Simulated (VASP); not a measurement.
# Pd (Pm-3m) in VASP: a series of runs, part 2 of 2

VASP 6.6.1. The steps go on from the part before.

## 3. Single point, PBE

INCAR reads:

```
SYSTEM = Pd
PREC = Accurate ; ENCUT = 520
EDIFF = 1E-6 ; ISMEAR = -1
SIGMA = 0.05 ; LREAL = .False.
LASPH = .True. ; NELM = 100
ALGO = Normal ; ISIF = 2
LWAVE = .False. ; LCHARG = .False.
GGA = PE ; NBANDS = 11
```

KPOINTS reads:

```
Automatic mesh
0
Gamma
  17 17 17
  0 0 0
```

POSCAR reads:

```
Pd
1.0
    2.2772683481      0.0000000000      0.0000000000
    0.0000000000      2.2772683481      0.0000000000
    0.0000000000      0.0000000000      2.2772683481
Pd
1
Direct
    0.0000000000      0.0000000000      0.0000000000
```

Potentials or basis: VASP PAW PBE potentials, release 64 (Pd).

On the command line:

```bash
$ cat potpaw_PBE.64/Pd/POTCAR > POTCAR
$ mpirun -np 1 vasp_std > vasp.out
```

OUTCAR:

```text
SYSTEM = Pd
   PREC = Accurate
   ENCUT = 520
   EDIFF = 1E-6
   ISMEAR = -1
   LREAL = .False.
   LASPH = .True.
   NELM = 100
   ISIF = 2
   GGA = PE

 ion  position               nearest neighbor table
   1  0.000  0.000  0.000-

  LATTYP: Found a simple cubic cell.
 ALAT       =     2.2772683481

  Lattice vectors:

 A1 = (   2.2772683481,   0.0000000000,   0.0000000000)
 A2 = (   0.0000000000,   2.2772683481,   0.0000000000)
 A3 = (   0.0000000000,   0.0000000000,   2.2772683481)

Analysis of symmetry for initial positions (statically):
=====================================================================
 Subroutine PRICEL returns:
 Original cell was already a primitive cell.

 Routine SETGRP: Setting up the symmetry group for a
 simple cubic supercell.

 Subroutine GETGRP returns: Found 48 space group operations
 (whereof 48 operations were pure point group operations)
 out of a pool of 48 trial point group operations.

The static configuration has the point symmetry O_h .

Analysis of symmetry for dynamics (positions and initial velocities):
=====================================================================
 Subroutine PRICEL returns:
 Original cell was already a primitive cell.

 Routine SETGRP: Setting up the symmetry group for a
 simple cubic supercell.

 Subroutine GETGRP returns: Found 48 space group operations
 (whereof 48 operations were pure point group operations)
 out of a pool of 48 trial point group operations.

The dynamic configuration has the point symmetry O_h .

 Subroutine INISYM returns: Found 48 space group operations
 (whereof 48 operations are pure point group operations),
 and found     1 'primitive' translations

----------------------------------------------------------------------------------------

                                     Primitive cell

  volume of cell :      11.8098

  direct lattice vectors                    reciprocal lattice vectors
     2.277268348  0.000000000  0.000000000     0.439122601  0.000000000  0.000000000
     0.000000000  2.277268348  0.000000000     0.000000000  0.439122601  0.000000000
     0.000000000  0.000000000  2.277268348     0.000000000  0.000000000  0.439122601

  length of vectors
     2.277268348  2.277268348  2.277268348     0.439122601  0.439122601  0.439122601

  position of ions in fractional coordinates (direct lattice)
     0.000000000  0.000000000  0.000000000

  ion indices of the primitive-cell ions
   primitive index   ion index
                 1           1

----------------------------------------------------------------------------------------

 KPOINTS: Automatic mesh

Automatic generation of k-mesh.
 Grid dimensions read from file:
 generate k-points for:   17   17   17

 Generating k-lattice:

  Cartesian coordinates                     Fractional coordinates (reciprocal lattice)
     0.025830741  0.000000000  0.000000000     0.058823529  0.000000000  0.000000000
     0.000000000  0.025830741  0.000000000     0.000000000  0.058823529  0.000000000
     0.000000000  0.000000000  0.025830741     0.000000000  0.000000000  0.058823529

  Length of vectors
     0.025830741  0.025830741  0.025830741

  Shift w.r.t. Gamma in fractional coordinates (k-lattice)
     0.000000000  0.000000000  0.000000000

 Subroutine IBZKPT returns following result:
 ===========================================

 Found    165 irreducible k-points:

 Following reciprocal coordinates:
            Coordinates               Weight
  0.000000  0.000000  0.000000      1.000000
  0.058824  0.000000  0.000000      6.000000
  0.117647  0.000000  0.000000      6.000000
  0.176471  0.000000  0.000000      6.000000
  0.235294  0.000000  0.000000      6.000000
  0.294118  0.000000  0.000000      6.000000
[... 16 lines left out ...]
  0.411765  0.117647  0.000000     24.000000
  0.470588  0.117647  0.000000     24.000000
 [... further k-points ...]
   k-points           NKPTS =    165   k-points in BZ     NKDIM =    165   number of bands    NBANDS=     11
   number of dos      NEDOS =    301   number of ions     NIONS =      1
   total plane-waves  NPLWV =   5832
   dimension x,y,z NGX =    18 NGY =   18 NGZ =   18
   dimension x,y,z NGXF=    36 NGYF=   36 NGZF=   36
   ions per type =               1
   NGX,Y,Z   is equivalent  to a cutoff of  13.14, 13.14, 13.14 a.u.
   NGXF,Y,Z  is equivalent  to a cutoff of  26.28, 26.28, 26.28 a.u.
 SYSTEM =  Pd
   PREC   = accura    normal or accurate (medium, high low for compatibility)
   ISTART =      0    job   : 0-new  1-cont  2-samecut
   ICHARG =      2    charge: 1-file 2-atom 10-const
   ISPIN  =      1    spin polarized calculation?
   LNONCOLLINEAR =      F non collinear calculations
   LSORBIT =      F    spin-orbit coupling
   LASPH  =      T    aspherical Exc in radial PAW
   ENCUT  =  520.0 eV  38.22 Ry    6.18 a.u.   4.23  4.23  4.23*2*pi/ulx,y,z
   NELM   =    100;   NELMIN=  2; NELMDL= -5     # of ELM steps
   EDIFF  = 0.1E-05   stopping-criterion for ELM
   LREAL  =      F    real-space projection
[... 7 lines left out ...]
   TEBEG  =    0.0;   TEEND  =   0.0 temperature during run
   PSTRESS=    0.0 pullay stress
   NELECT =      10.0000    total number of electrons
   NUPDOWN=      -1.0000    fix difference up-down
   EMIN   =  10.00;   EMAX   =-10.00  energy-range for DOS
   EFERMI =   0.00;   METHOD = LEGACY
   ISMEAR =    -1;   SIGMA  =   0.05  broadening in eV -4-tet -1-fermi 0-gaus
   EFERMI_NEDOS =   21; number of points for ismear=-14 and -15
   IALGO  =     38    algorithm
   IMIX   =      4    mixing-type and parameters
     AMIX     =   0.40;   BMIX     =  1.00
     AMIX_MAG =   1.60;   BMIX_MAG =  1.00
  volume/ion in A,a.u.               =      11.81        79.70
  Fermi-wavevector in a.u.,A,eV,Ry     =   1.548795  2.926798 32.637195  2.398766
  Thomas-Fermi vector in A             =   2.653694
   LORBIT       =      0    0 simple, 1 ext, 2 COOP (PROOUT), +10 PAW based schemes
   GGA     = PE    functional components
   LHFCALC =     F    Hartree Fock is set to
   AEXX    =    0.0000 exact exchange contribution
   IVDW    =     0    specifies the selected vdW correction
   LEPSILON=     F    determine dielectric tensor
   LRPA    =     F    only Hartree local field effects (RPA)
 non-spin polarized calculation
  energy-cutoff  :      520.00
  volume of cell :       11.81
 maximum number of plane-waves:       326
 NGX is ok and might be reduce to    18
   NGX =  9   NGY =  9   NGZ =  9

 number of electron      10.0000000 magnetization

 number of electron       9.9999996 magnetization

 Free energy of the ion-electron system (eV)
  ---------------------------------------------------
  ext. energy  EPLUGINS =         0.00000000
  ---------------------------------------------------
  free energy    TOTEN  =        -2.89885797 eV

  energy without entropy =       -2.89039092  energy(sigma->0) =       -2.89462444

 E-fermi :  14.5019     XC(G=0): -14.4761

 val. band max:       14.4935624470   @ k =   0.1765   0.0588   0.0588
 cond. band min:      14.5087671661   @ k =   0.4118   0.1176   0.0000
 fundamental gap:      0.0152047191
 Fermi energy:        14.5019159813

 k-point     1 :       0.0000    0.0000    0.0000
  band No.  band energies     occupation
      1       5.3352      2.00000
      2       6.3595      2.00000
      3       6.3595      2.00000
      4      14.6574      0.08541
      5      14.6574      0.08541
      6      14.6574      0.08541
      7      33.8726      0.00000
      8      33.8726      0.00000
      9      33.8726      0.00000
     10      39.4318      0.00000
     11      42.9106      0.00000

 k-point     2 :       0.0588    0.0000    0.0000
  band No.  band energies     occupation
      1       5.4614      2.00000
      2       6.3868      2.00000
      3       6.4968      2.00000
      4      14.5282      0.74288
      5      14.5282      0.74287
      6      14.6674      0.07054
      7      33.0582      0.00000
      8      34.1067      0.00000
      9      34.1067      0.00000
     10      39.4583      0.00000
     11      42.0171      0.00000
[... 295 lines left out ...]
 k-point    24 :       0.4706    0.1176    0.0000
  band No.  band energies     occupation
      1       7.5357      2.00000
      2       8.6729      2.00000
      3       9.8942      2.00000
      4      11.6711      2.00000
      5      14.5326      0.70241
      6      15.0933      0.00001
      7      22.3602      0.00000
      8      33.5458      0.00000
      9      37.9641      0.00000
     10      39.3183      0.00000
     11      40.0860      0.00000

 [... further k-points ...]
[... 5 lines left out ...]
  --------------------------------------------------------------------------------------
  -------------------------------------------------------------------------------------
  Total       10.8264382     10.8264382     10.8264382      0.0000000      0.0000000     -0.0000000
  in kB     1468.7691923   1468.7691923   1468.7691923      0.0000000      0.0000000     -0.0000000
  external PRESSURE =    1468.7691923 kB  Pullay stress =       0.0000000 kB

 VOLUME and BASIS-vectors are now :
 -----------------------------------------------------------------------------
  energy-cutoff  :      520.00
  volume of cell :       11.81
      direct lattice vectors                 reciprocal lattice vectors
     2.277268348  0.000000000  0.000000000     0.439122601  0.000000000  0.000000000
     0.000000000  2.277268348  0.000000000     0.000000000  0.439122601  0.000000000
     0.000000000  0.000000000  2.277268348     0.000000000  0.000000000  0.439122601

 POSITION                                       TOTAL-FORCE (eV/Angst)
 -----------------------------------------------------------------------------------
      0.00000      0.00000      0.00000         0.000000      0.000000      0.000000
 -----------------------------------------------------------------------------------
    total drift:                                0.000000      0.000000     -0.000000

  FREE ENERGIE OF THE ION-ELECTRON SYSTEM (eV)
  ---------------------------------------------------
  free  energy   TOTEN  =        -2.8988579695 eV

  energy  without entropy=       -2.8903909194  energy(sigma->0) =       -2.89462444
```

OSZICAR:

```text
N       E                     dE             d eps       ncg     rms          rms(c)
DAV:   1     0.465327647597E+02    0.46533E+02   -0.53323E+03  3638   0.875E+02
DAV:   2    -0.261301751397E+01   -0.49146E+02   -0.47497E+02  4015   0.194E+02
DAV:   3    -0.312275877778E+01   -0.50974E+00   -0.50863E+00  4458   0.216E+01
DAV:   4    -0.312446638026E+01   -0.17076E-02   -0.17074E-02  4509   0.125E+00
DAV:   5    -0.312447935489E+01   -0.12975E-04   -0.12975E-04  4766   0.103E-01    0.178E+01
DAV:   6    -0.295239765491E+01    0.17208E+00   -0.23349E-01  4530   0.429E+00    0.101E+01
DAV:   7    -0.290212577663E+01    0.50272E-01   -0.50029E-02  4434   0.178E+00    0.207E+00
DAV:   8    -0.289888195487E+01    0.32438E-02   -0.80874E-03  4410   0.930E-01    0.104E-01
DAV:   9    -0.289885237199E+01    0.29583E-04   -0.14540E-04  4508   0.116E-01    0.195E-02
DAV:  10    -0.289885766465E+01   -0.52927E-05   -0.60328E-06  4548   0.228E-02    0.242E-03
DAV:  11    -0.289885796952E+01   -0.30488E-06   -0.12742E-07  3127   0.350E-03
   1 F= -.28988580E+01 E0= -.28946244E+01  d E =-.846705E-02
```

Run time: 9.7 s. Hardware: 1 thread of AMD EPYC 9R45 (Zen 5), shared host; peak memory 0.1 GiB.

What came out:

```
Free energy            : -2.8989 eV
Pressure               : 146.9 GPa
Band gap on the k mesh : zero (band 5 reaches 16.88 eV, above the bottom of band 6 at 13.33 eV)
```

## 4. Relaxation of cell and atoms, PBE, target pressure 150 GPa, at which the enthalpy is minimised

This run uses another cell than the first one, of 11.23 Å³/atom, 0.951 times its volume.

INCAR reads:

```
  PREC = Accurate
  ENCUT = 600
  EDIFF = 1E-6
  ISMEAR = -1
  SIGMA = 0.05
  LREAL = F
  LASPH = T
  NELM = 80
  ALGO = Normal
  ISIF = 3
  LWAVE = F
  LCHARG = F
  GGA = PE
  IBRION = 2
  NSW = 60
  EDIFFG = -0.005
  PSTRESS = 1500.0
```

KPOINTS reads:

```
regular mesh
0
Gamma
  17 17 17
```

POSCAR reads:

```
Pd
1.0
    2.2393337908      0.0000000000      0.0000000000
    0.0000000000      2.2393337908      0.0000000000
    0.0000000000      0.0000000000      2.2393337908
Pd
1
Direct
    0.0000000000      0.0000000000      0.0000000000
```

On the command line:

```bash
$ cat potpaw_PBE.64/Pd/POTCAR > POTCAR
$ mpirun -np 1 vasp_std > vasp.out
```

Wall time 44 s (1 thread of AMD EPYC 9R45 (Zen 5), shared host); peak memory 0.11 GiB.

It converged, with:

```
Free energy                                            : -2.8509 eV
Relaxed volume                                         : 11.76 Å³/atom
Relaxed cell                                           : a = 2.274 Å, b = 2.274 Å, c = 2.274 Å, α = 90.00°, β = 90.00°, γ = 90.00°
Space group after relaxing (to 0.05 Å)                 : Pm-3m (No. 221)
Energy change on relaxing (the enthalpy is what falls) : -554.2 meV/atom
Ionic steps                                            : 15
Pressure after relaxing                                : 150.0 GPa
Band gap on the k mesh                                 : zero (band 5 reaches 16.99 eV, above the bottom of band 6 at 13.42 eV)
```

Step by step:
```csv
step,energy change (eV),largest force (eV/Å),pressure (GPa),volume (Å³)
1,0.0000,0.0000,186.95,11.23
2,-2.3251,0.0000,17.68,15.99
3,-0.6441,0.0000,143.93,11.86
4,-0.5579,0.0000,149.74,11.76
5,-0.5478,0.0000,150.41,11.75
6,-0.5482,0.0000,150.40,11.75
7,-0.5496,0.0000,150.29,11.75
8,-0.5496,0.0000,150.29,11.75
9,-0.5496,0.0000,150.29,11.75
10,-0.5497,0.0000,150.28,11.75
11,-0.5498,0.0000,150.28,11.75
12,-0.5501,0.0000,150.26,11.75
13,-0.5507,0.0000,150.23,11.75
14,-0.5519,0.0000,150.13,11.76
15,-0.5542,0.0000,149.98,11.76
```

Final structure:
```
Pd
1.0
     2.27397    0.00000    0.00000
     0.00000    2.27397    0.00000
     0.00000    0.00000    2.27397
Pd
1
Direct
  0.00000 0.00000 0.00000
```

Levels at points of the mesh, in eV from the Fermi level:
```tsv
k point	band 2	band 3	band 4	band 5	band 6	band 7	band 8	band 9
(0.00, 0.00, 0.00)	-8.19	-8.19	0.16	0.16	0.16	19.40	19.40	19.40
```

Caveat: the cell is relaxed towards a set pressure, so the enthalpy falls and the energy may rise.

## 5. Relaxation of cell and atoms, PBE, target pressure 150 GPa, at which the enthalpy is minimised

INCAR reads:

```
ALGO = Normal
EDIFF = 1E-7
EDIFFG = -0.005
ENCUT = 600
GGA = PE
IBRION = 2
ISIF = 3
ISMEAR = -1
LASPH = T
LCHARG = F
LREAL = F
LWAVE = F
NELM = 100
NSW = 32
PREC = Accurate
PSTRESS = 1500.0
SIGMA = 0.05
```

KPOINTS reads:

```
k-points
0
Gamma
  17 17 17
```

POSCAR reads:

```
Pd
1.0
    2.2769189460      0.0000000000      0.0000000000
    0.0000000000      2.2769189460      0.0000000000
    0.0000000000      0.0000000000      2.2769189460
Pd
1
Direct
    0.0000000000      0.0000000000      0.0000000000
```

On the command line:

```bash
$ cat potpaw_PBE.64/Pd/POTCAR > POTCAR
$ mpirun -np 1 vasp_std > vasp.out
```

It took 21 s on 1 thread of AMD EPYC 9R45 (Zen 5), shared host; peak memory 0.11 GiB.

The run converged. Its results:

```
Free energy                                            : -2.8520 eV
Relaxed volume                                         : 11.76 Å³/atom
Relaxed cell                                           : a = 2.274 Å, b = 2.274 Å, c = 2.274 Å, α = 90.00°, β = 90.00°, γ = 90.00°
Space group after relaxing (to 0.05 Å)                 : Pm-3m (No. 221)
Energy change on relaxing (the enthalpy is what falls) : +42.0 meV/atom
Ionic steps                                            : 3
Pressure after relaxing                                : 150.0 GPa
Band gap on the k mesh                                 : zero (band 5 reaches 16.99 eV, above the bottom of band 6 at 13.42 eV)
```

Step by step:
```tsv
step	energy change (eV)	largest force (eV/Å)	pressure (GPa)	volume (Å³)
1	0.0000	0.0000	147.16	11.80
2	0.3499	0.0000	170.55	11.45
3	0.0420	0.0000	149.98	11.76
```

Final structure:
```yaml
crystal:
  lattice:
    - [2.27400, 0.00000, 0.00000]
    - [0.00000, 2.27400, 0.00000]
    - [0.00000, 0.00000, 2.27400]
  atoms:
    - { symbol: Pd, position: [0.00000, 0.00000, 0.00000] }
```

Levels at points of the mesh, in eV from the Fermi level:
```csv
k point,band 1,band 2,band 3,band 4,band 5,band 6,band 7,band 8,band 9
"(0.00, 0.00, 0.00)",-9.21,-8.19,-8.19,0.16,0.16,0.16,19.40,19.40,19.40
```

Caveat: the cell is relaxed towards a set pressure, so the enthalpy falls and the energy may rise.

## 6. Summary

| task | cell | cutoff (eV) | gap on the mesh (eV) | pressure (GPa) |
| --- | --- | --- | --- | --- |
| single point | a = 2.277 Å, 1 atom | 520 | none | 146.9 |
| relaxation of cell and atoms | relaxed to 150 GPa from a = 2.239 Å, 1 atom | 600 | none | 150.0 |
| relaxation of cell and atoms | relaxed to 150 GPa from a = 2.277 Å, 1 atom | 600 | none | 150.0 |

Alike in all rows: level PBE; potentials or basis VASP PAW PBE potentials, release 64 (Pd); no spin polarisation; k mesh 17 × 17 × 17; smearing fermi-dirac 0.05 eV.

Caveats: the cell is relaxed towards a set pressure, so the enthalpy falls and the energy may rise (some runs).

Total energies depend on the potentials used, so only differences within one code and one set of settings carry meaning.
